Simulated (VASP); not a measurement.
# CdSe (F-43m) in VASP: further runs

Runs on CdSe. Level: PBE. Tasks: single point.

Program: VASP 6.6.1. These are calculated values, not measurements. Logs are shortened: lines on timing, memory, paths and dates and some standing lists are left out, and cuts for length are marked.

### 1 The cell of the first run

Symmetry: F-43m, No. 216, cubic system. Conventional cell: a = 6.114 Å, b = 6.114 Å, c = 6.114 Å, α = 90.00°, β = 90.00°, γ = 90.00°. Cd (site symmetry -43m) has 4 Se at 2.65 Å within 3.5 Å. Se (site symmetry -43m) has 4 Cd at 2.65 Å within 3.5 Å.

### 2 Single point, PBE

The input, INCAR:

```
PREC     = Accurate       # precision mode
ENCUT    = 520            # plane-wave cutoff, eV
EDIFF    = 1E-6           # SCF threshold, eV
ISMEAR   = -1             # smearing method
SIGMA    = 0.1            # smearing width, eV
LREAL    = F              # projectors in reciprocal space
LASPH    = T              # aspherical terms in the spheres
NELM     = 60             # most SCF steps
ALGO     = Normal         # electronic algorithm
ISIF     = 2              # what is computed and relaxed
LWAVE    = F              # write WAVECAR
LCHARG   = F              # write CHGCAR
GGA      = PE             # functional
NBANDS   = 16             # bands
```

The input, KPOINTS:

```
Automatic mesh
0
Gamma
  6 6 6
```

The input, POSCAR:

```
CdSe
1.0
    0.0000000000      3.0567837291      3.0567837291
    3.0567837291      0.0000000000      3.0567837291
    3.0567837291      3.0567837291      0.0000000000
Cd Se
1 1
Direct
    0.0000000000      0.0000000000      0.0000000000
    0.7500000000      0.7500000000      0.7500000000
```

Potentials or basis: VASP PAW PBE potentials, release 64 (Cd, Se).

Command:

```console
cat potpaw_PBE.64/Cd/POTCAR potpaw_PBE.64/Se/POTCAR > POTCAR
mpirun -np 1 vasp_std > vasp.out
```

OUTCAR:

```text
PREC = Accurate
   ENCUT = 520
   EDIFF = 1E-6
   ISMEAR = -1
   LREAL = F
   LASPH = T
   NELM = 60
   ISIF = 2
   GGA = PE

 ion  position               nearest neighbor table
   1  0.000  0.000  0.000-   2 2.65   2 2.65   2 2.65   2 2.65
   2  0.750  0.750  0.750-   1 2.65   1 2.65   1 2.65   1 2.65

  LATTYP: Found a face centered cubic cell.
 ALAT       =     6.1135674582

  Lattice vectors:

 A1 = (   0.0000000000,   3.0567837291,   3.0567837291)
 A2 = (   3.0567837291,   0.0000000000,   3.0567837291)
 A3 = (   3.0567837291,   3.0567837291,   0.0000000000)

Analysis of symmetry for initial positions (statically):
=====================================================================
 Subroutine PRICEL returns:
 Original cell was already a primitive cell.

 Routine SETGRP: Setting up the symmetry group for a
 face centered cubic supercell.

 Subroutine GETGRP returns: Found 24 space group operations
 (whereof 24 operations were pure point group operations)
 out of a pool of 48 trial point group operations.

The static configuration has the point symmetry T_d .

Analysis of symmetry for dynamics (positions and initial velocities):
=====================================================================
 Subroutine PRICEL returns:
 Original cell was already a primitive cell.

 Routine SETGRP: Setting up the symmetry group for a
 face centered cubic supercell.

 Subroutine GETGRP returns: Found 24 space group operations
 (whereof 24 operations were pure point group operations)
 out of a pool of 48 trial point group operations.

The dynamic configuration has the point symmetry T_d .

 Subroutine INISYM returns: Found 24 space group operations
 (whereof 24 operations are pure point group operations),
 and found     1 'primitive' translations

----------------------------------------------------------------------------------------

                                     Primitive cell

  volume of cell :      57.1247

  direct lattice vectors                    reciprocal lattice vectors
     0.000000000  3.056783729  3.056783729    -0.163570617  0.163570617  0.163570617
     3.056783729  0.000000000  3.056783729     0.163570617 -0.163570617  0.163570617
     3.056783729  3.056783729  0.000000000     0.163570617  0.163570617 -0.163570617

  length of vectors
     4.322945007  4.322945007  4.322945007     0.283312619  0.283312619  0.283312619

  position of ions in fractional coordinates (direct lattice)
     0.000000000  0.000000000  0.000000000
     0.750000000  0.750000000  0.750000000

  ion indices of the primitive-cell ions
   primitive index   ion index
                 1           1
                 2           2

----------------------------------------------------------------------------------------

 KPOINTS: Automatic mesh

Automatic generation of k-mesh.
 Grid dimensions read from file:
 generate k-points for:    6    6    6

 Generating k-lattice:

  Cartesian coordinates                     Fractional coordinates (reciprocal lattice)
    -0.027261769  0.027261769  0.027261769     0.166666667  0.000000000  0.000000000
     0.027261769 -0.027261769  0.027261769     0.000000000  0.166666667  0.000000000
     0.027261769  0.027261769 -0.027261769     0.000000000  0.000000000  0.166666667

  Length of vectors
     0.047218770  0.047218770  0.047218770

  Shift w.r.t. Gamma in fractional coordinates (k-lattice)
     0.000000000  0.000000000  0.000000000

 Subroutine IBZKPT returns following result:
 ===========================================

 Found     16 irreducible k-points:

 Following reciprocal coordinates:
            Coordinates               Weight
  0.000000  0.000000  0.000000      1.000000
  0.166667  0.000000  0.000000      8.000000
  0.333333  0.000000  0.000000      8.000000
  0.500000  0.000000  0.000000      4.000000
  0.166667  0.166667  0.000000      6.000000
  0.333333  0.166667  0.000000     24.000000
[... 8 lines left out ...]
 -0.333333  0.333333  0.166667     24.000000
 -0.333333  0.500000  0.166667     12.000000
   k-points           NKPTS =     16   k-points in BZ     NKDIM =     16   number of bands    NBANDS=     16
   number of dos      NEDOS =    301   number of ions     NIONS =      2
   total plane-waves  NPLWV =  32768
   dimension x,y,z NGX =    32 NGY =   32 NGZ =   32
   dimension x,y,z NGXF=    64 NGYF=   64 NGZF=   64
   ions per type =               1   1
   NGX,Y,Z   is equivalent  to a cutoff of  12.31, 12.31, 12.31 a.u.
   NGXF,Y,Z  is equivalent  to a cutoff of  24.61, 24.61, 24.61 a.u.
 SYSTEM =  unknown system
   PREC   = accura    normal or accurate (medium, high low for compatibility)
   ISTART =      0    job   : 0-new  1-cont  2-samecut
   ICHARG =      2    charge: 1-file 2-atom 10-const
   ISPIN  =      1    spin polarized calculation?
   LNONCOLLINEAR =      F non collinear calculations
   LSORBIT =      F    spin-orbit coupling
   LASPH  =      T    aspherical Exc in radial PAW
   ENCUT  =  520.0 eV  38.22 Ry    6.18 a.u.   8.04  8.04  8.04*2*pi/ulx,y,z
   NELM   =     60;   NELMIN=  2; NELMDL= -5     # of ELM steps
   EDIFF  = 0.1E-05   stopping-criterion for ELM
   LREAL  =      F    real-space projection
   EDIFFG = 0.1E-04   stopping-criterion for IOM
   NSW    =      0    number of steps for IOM
   IBRION =     -1    ionic relax: 0-MD 1-quasi-New 2-CG
   NFREE  =      0    steps in history (QN), initial steepest desc. (CG)
   ISIF   =      2    stress and relaxation
   ISYM   =      2    0-nonsym 1-usesym 2-fastsym
   POTIM  = 0.5000    time-step for ionic-motion
   TEBEG  =    0.0;   TEEND  =   0.0 temperature during run
   PSTRESS=    0.0 pullay stress
   NELECT =      18.0000    total number of electrons
   NUPDOWN=      -1.0000    fix difference up-down
   EMIN   =  10.00;   EMAX   =-10.00  energy-range for DOS
   EFERMI =   0.00;   METHOD = LEGACY
   ISMEAR =    -1;   SIGMA  =   0.10  broadening in eV -4-tet -1-fermi 0-gaus
   EFERMI_NEDOS =   21; number of points for ismear=-14 and -15
   IALGO  =     38    algorithm
   IMIX   =      4    mixing-type and parameters
     AMIX     =   0.40;   BMIX     =  1.00
     AMIX_MAG =   1.60;   BMIX_MAG =  1.00
  volume/ion in A,a.u.               =      28.56       192.75
  Fermi-wavevector in a.u.,A,eV,Ry     =   1.114015  2.105183 16.885224  1.241029
  Thomas-Fermi vector in A             =   2.250605
   LORBIT       =      0    0 simple, 1 ext, 2 COOP (PROOUT), +10 PAW based schemes
   GGA     = PE    functional components
[... 5 lines left out ...]
 non-spin polarized calculation
  energy-cutoff  :      520.00
  volume of cell :       57.12
 maximum number of plane-waves:      1572
   NGX = 17   NGY = 17   NGZ = 17

 number of electron      18.0000006 magnetization

 Free energy of the ion-electron system (eV)
  ---------------------------------------------------
  ext. energy  EPLUGINS =         0.00000000
  ---------------------------------------------------
  free energy    TOTEN  =        -5.47763331 eV

  energy without entropy =       -5.47659356  energy(sigma->0) =       -5.47711344

 E-fermi :   1.2042     XC(G=0):  -8.8152

 val. band max:        0.8234451536   @ k =   0.0000   0.0000   0.0000
 cond. band min:       1.3989778962   @ k =   0.0000   0.0000   0.0000
 fundamental gap:      0.5755327427
 Fermi energy:         1.2042066236

 k-point     1 :       0.0000    0.0000    0.0000
  band No.  band energies     occupation
      1     -11.6845      2.00000
      2      -7.0630      2.00000
      3      -7.0630      2.00000
      4      -7.0630      2.00000
      5      -6.7051      2.00000
      6      -6.7051      2.00000
[... 8 lines left out ...]
     15      11.8870      0.00000
     16      11.8870      0.00000

 k-point     2 :       0.1667    0.0000    0.0000
  band No.  band energies     occupation
      1     -11.5959      2.00000
      2      -7.0354      2.00000
      3      -7.0354      2.00000
      4      -6.9767      2.00000
      5      -6.7059      2.00000
      6      -6.7059      2.00000
[... 8 lines left out ...]
     15      10.9331      0.00000
     16      11.3140      0.00000

 k-point     3 :       0.3333    0.0000    0.0000
  band No.  band energies     occupation
      1     -11.4160      2.00000
      2      -6.9894      2.00000
      3      -6.9894      2.00000
      4      -6.6955      2.00000
      5      -6.6955      2.00000
      6      -6.6857      2.00000
[... 8 lines left out ...]
     15      11.3560      0.00000
     16      11.3560      0.00000

 k-point     4 :       0.5000    0.0000    0.0000
  band No.  band energies     occupation
      1     -11.3253      2.00000
      2      -6.9728      2.00000
      3      -6.9728      2.00000
      4      -6.6825      2.00000
      5      -6.6825      2.00000
      6      -6.4213      2.00000
[... 8 lines left out ...]
     15      12.9190      0.00000
     16      12.9190      0.00000

 k-point     5 :       0.1667    0.1667    0.0000
  band No.  band energies     occupation
      1     -11.5666      2.00000
      2      -7.0069      2.00000
      3      -7.0069      2.00000
      4      -6.9882      2.00000
      5      -6.7212      2.00000
      6      -6.6911      2.00000
[... 8 lines left out ...]
     15      12.1232      0.00000
     16      12.4707      0.00000

 k-point     6 :       0.3333    0.1667    0.0000
  band No.  band energies     occupation
      1     -11.4177      2.00000
      2      -6.9743      2.00000
      3      -6.9531      2.00000
      4      -6.8117      2.00000
      5      -6.6793      2.00000
      6      -6.6789      2.00000
[... 8 lines left out ...]
     15      12.2877      0.00000
     16      12.6122      0.00000

 k-point     7 :       0.5000    0.1667    0.0000
  band No.  band energies     occupation
      1     -11.2980      2.00000
      2      -6.9542      2.00000
      3      -6.9316      2.00000
      4      -6.7259      2.00000
      5      -6.6782      2.00000
      6      -6.4043      2.00000
[... 8 lines left out ...]
     15      12.6395      0.00000
     16      13.0211      0.00000

 k-point     8 :      -0.3333    0.1667    0.0000
  band No.  band energies     occupation
      1     -11.3277      2.00000
      2      -6.9549      2.00000
      3      -6.9513      2.00000
      4      -6.7065      2.00000
      5      -6.7052      2.00000
      6      -6.4856      2.00000
[... 8 lines left out ...]
     15      11.8046      0.00000
     16      12.9225      0.00000

 k-point     9 :      -0.1667    0.1667    0.0000
  band No.  band energies     occupation
      1     -11.4770      2.00000
      2      -7.0032      2.00000
      3      -6.9842      2.00000
      4      -6.8407      2.00000
      5      -6.7186      2.00000
      6      -6.6808      2.00000
[... 8 lines left out ...]
     15      11.4351      0.00000
     16      12.7861      0.00000

 k-point    10 :       0.3333    0.3333    0.0000
  band No.  band energies     occupation
      1     -11.3297      2.00000
      2      -6.8825      2.00000
      3      -6.8825      2.00000
      4      -6.8670      2.00000
      5      -6.6631      2.00000
      6      -6.6046      2.00000
[... 8 lines left out ...]
     15      12.7437      0.00000
     16      14.9044      0.00000

 k-point    11 :       0.5000    0.3333    0.0000
  band No.  band energies     occupation
      1     -11.2414      2.00000
      2      -6.8979      2.00000
      3      -6.8502      2.00000
      4      -6.8002      2.00000
      5      -6.6631      2.00000
      6      -6.3736      2.00000
[... 8 lines left out ...]
     15      13.2957      0.00000
     16      13.9408      0.00000

 k-point    12 :      -0.3333    0.3333    0.0000
  band No.  band energies     occupation
      1     -11.2413      2.00000
      2      -6.9228      2.00000
      3      -6.8800      2.00000
      4      -6.7407      2.00000
      5      -6.6916      2.00000
      6      -6.2928      2.00000
[... 8 lines left out ...]
     15      11.6015      0.00000
     16      14.8626      0.00000

 k-point    13 :       0.5000    0.5000    0.0000
  band No.  band energies     occupation
      1     -11.2121      2.00000
      2      -6.8774      2.00000
      3      -6.8130      2.00000
      4      -6.8130      2.00000
      5      -6.6490      2.00000
      6      -6.3583      2.00000
[... 8 lines left out ...]
     15      13.1992      0.00000
     16      14.1361      0.00000

 k-point    14 :       0.5000    0.3333    0.1667
  band No.  band energies     occupation
      1     -11.2997      2.00000
      2      -6.9228      2.00000
      3      -6.9147      2.00000
      4      -6.7691      2.00000
      5      -6.6797      2.00000
      6      -6.4729      2.00000
[... 8 lines left out ...]
     15      12.9004      0.00000
     16      13.8478      0.00000

 k-point    15 :      -0.3333    0.3333    0.1667
  band No.  band energies     occupation
      1     -11.2413      2.00000
      2      -6.9161      2.00000
      3      -6.8897      2.00000
      4      -6.7350      2.00000
      5      -6.6943      2.00000
      6      -6.2921      2.00000
[... 8 lines left out ...]
     15      12.6747      0.00000
     16      13.7696      0.00000

 k-point    16 :      -0.3333    0.5000    0.1667
  band No.  band energies     occupation
      1     -11.2128      2.00000
      2      -6.8827      2.00000
      3      -6.8649      2.00000
      4      -6.7650      2.00000
      5      -6.6785      2.00000
      6      -6.2673      2.00000
[... 8 lines left out ...]
     15      13.6026      0.00000
     16      13.7150      0.00000

------------------------ aborting loop because EDIFF is reached ----------------------------------------

  FORCE on cell =-STRESS in cart. coord.  units (eV):
  Direction    XX          YY          ZZ          XY          YZ          ZX
  --------------------------------------------------------------------------------------
  -------------------------------------------------------------------------------------
  Total        0.8197334      0.8197334      0.8197334      0.0000000      0.0000000      0.0000000
  in kB       22.9910648     22.9910648     22.9910648      0.0000000      0.0000000      0.0000000
  external PRESSURE =      22.9910648 kB  Pullay stress =       0.0000000 kB

 VOLUME and BASIS-vectors are now :
 -----------------------------------------------------------------------------
  energy-cutoff  :      520.00
  volume of cell :       57.12
      direct lattice vectors                 reciprocal lattice vectors
     0.000000000  3.056783729  3.056783729    -0.163570617  0.163570617  0.163570617
     3.056783729  0.000000000  3.056783729     0.163570617 -0.163570617  0.163570617
     3.056783729  3.056783729  0.000000000     0.163570617  0.163570617 -0.163570617

 POSITION                                       TOTAL-FORCE (eV/Angst)
 -----------------------------------------------------------------------------------
      0.00000      0.00000      0.00000        -0.000000     -0.000000     -0.000000
      4.58518      4.58518      4.58518         0.000000      0.000000      0.000000
 -----------------------------------------------------------------------------------
    total drift:                                0.000000      0.000000      0.000000

  FREE ENERGIE OF THE ION-ELECTRON SYSTEM (eV)
  ---------------------------------------------------
  free  energy   TOTEN  =        -5.4776333126 eV

  energy  without entropy=       -5.4765935614  energy(sigma->0) =       -5.47711344
```

Wall time 5 s (1 thread of Intel Xeon 6975P-C (Granite Rapids), shared host); peak memory 0.18 GiB.

Results:

```yaml
Free_energy: -5.4776 eV
Pressure: 2.3 GPa
Band_gap_on_the_k_mesh: 0.58 eV, direct
```

(Part 1 of 2 ends here.)
